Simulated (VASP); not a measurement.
Write the native input for VASP 6.6.1 that does the following.

```yaml
Task: single point
Functional: PBE
Potentials_or_basis: VASP PAW PBE potentials, release 64 (Rb_sv, Br)
Cutoff: 520 eV
k_mesh: 6 × 6 × 6
Occupations: fermi-dirac, width 0.02 eV
Spin: no spin polarisation
Dipole_correction: no
Further_INCAR_settings: ALGO = Normal; EDIFF = 1e-07; NBANDS = 15
```

The structure of RbBr lies in POSCAR:

```
RbBr
1.0
    0.0000000000      3.4608261073      3.4608261073
    3.4608261073      0.0000000000      3.4608261073
    3.4608261073      3.4608261073      0.0000000000
Rb Br
1 1
Direct
    0.0000000000      0.0000000000      0.0000000000
    0.5000000000      0.5000000000      0.5000000000
```

The input as run:

INCAR

```
ALGO = Normal
EDIFF = 1E-7
ENCUT = 520
GGA = PE
ISIF = 2
ISMEAR = -1
LASPH = True
LCHARG = False
LREAL = False
LWAVE = False
NBANDS = 15
NELM = 100
PREC = Accurate
SIGMA = 0.02
```

KPOINTS

```
k-points
0
Gamma
  6 6 6
```

Potentials or basis: VASP PAW PBE potentials, release 64 (Rb_sv, Br).

Command:

```console
$ cat potpaw_PBE.64/Rb_sv/POTCAR potpaw_PBE.64/Br/POTCAR > POTCAR
$ mpirun -np 1 vasp_std > vasp.out
```

It gave:

| Quantity | Value |
| --- | --- |
| Pressure | 0.6 GPa |
| Band gap on the k mesh | 4.29 eV |

It took 47 s on 1 thread of AMD EPYC 7R13 (shared host), peak memory 0.18 GiB.
